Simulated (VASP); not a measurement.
WSe2: single point with PBE+D3(BJ)

System: WSe2, a slab with vacuum.

```
Se W
1.0
     3.32900    0.00000    0.00000
    -1.66450    2.88300    0.00000
     0.00000    0.00000   32.73738
Se W
2 1
Direct
  0.33333 0.66667 0.44676
  0.33333 0.66667 0.55324
  0.66667 0.33333 0.50000
```

```
Program                : VASP 6.6.1
Task                   : single point
Functional             : PBE
Dispersion             : D3(BJ)
Potentials or basis    : VASP PAW PBE potentials, release 64 (Se, W_sv)
Cutoff                 : 520 eV
k mesh                 : 9 × 9 × 1
Occupations            : gaussian, width 0.02 eV
Spin                   : no spin polarisation
Dipole correction      : yes
Further INCAR settings : ALGO = Normal; EDIFF = 1e-07; NBANDS = 20
```

```yaml
Largest_force: 1.123 eV/Å
Band_gap_on_the_k_mesh: 1.54 eV (least direct gap 1.64 eV)
Dispersion_energy_per_atom: -0.324 eV
```

Forces on the atoms (eV/Å):
```
Se   0.000  0.000  1.123
Se   0.000  0.000 -1.123
W    0.000  0.000  0.000
```

Levels at points of the mesh, in eV from the valence-band top:
```csv
k point,band 11,band 12,band 13,band 14,band 15,band 16
"(0.00, 0.00, 0.00)",-1.04,-1.04,-0.51,2.79,2.79,2.84
```

It took 5.3 min on 1 thread of Intel Xeon 8259CL, on a shared host, peak memory 0.5 GiB.

Caveat: spin-orbit coupling is left out, which moves the levels of the heavy elements.
